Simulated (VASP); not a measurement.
RbMgH2, 8 atoms in the cell. Symmetry: P6_3/mmc, No. 194, hexagonal system. The conventional cell has a = 4.607 Å, b = 4.607 Å, c = 8.239 Å, α = 90.00°, β = 90.00°, γ = 120.00°. Within 2.7 Å of Rb (site symmetry -3m) lie 2 H at 2.06 Å. Mg (site symmetry -6m2) has 6 H at 2.66 Å and 6 Rb at 3.36 Å within 3.5 Å. Within 2.7 Å of H (site symmetry -6m2) lie 2 Rb at 2.06 Å and 3 Mg at 2.66 Å and 3 H at 2.66 Å. Within 3.5 Å of H (site symmetry -6m2) lie 3 H at 2.66 Å and 3 Mg at 2.66 Å and 6 Rb at 3.36 Å. The cell was built from a structure type or drawn by symmetry, and may not be a known phase.

```yaml
Program: VASP 6.6.1
Task: single point
Functional: PBE
Potentials_or_basis: VASP PAW PBE potentials, release 64 (Rb_sv, Mg, H)
Cutoff: 520 eV
k_mesh: 6 × 6 × 2
Occupations: gaussian, width 0.1 eV
Spin: no spin polarisation
Dipole_correction: no
Further_INCAR_settings: ALGO = Normal; EDIFF = 1e-06; NBANDS = 23
```

Potentials or basis: VASP PAW PBE potentials, release 64 (Rb_sv, Mg, H).

The run is started by

```bash
$ cat potpaw_PBE.64/Rb_sv/POTCAR potpaw_PBE.64/Mg/POTCAR potpaw_PBE.64/H/POTCAR > POTCAR
$ mpirun -np 1 vasp_std > vasp.out
```

Hardware: 1 thread of AMD EPYC 9R45 96-Core Processor (Zen 5), with other jobs on the host.

Task: Estimate the wall time of this run.

Result: Wall time 31 s on 1 thread of AMD EPYC 9R45 96-Core Processor (Zen 5), on a shared host, peak memory 0.25 GiB. Counts: scf iterations 14, k points 14.
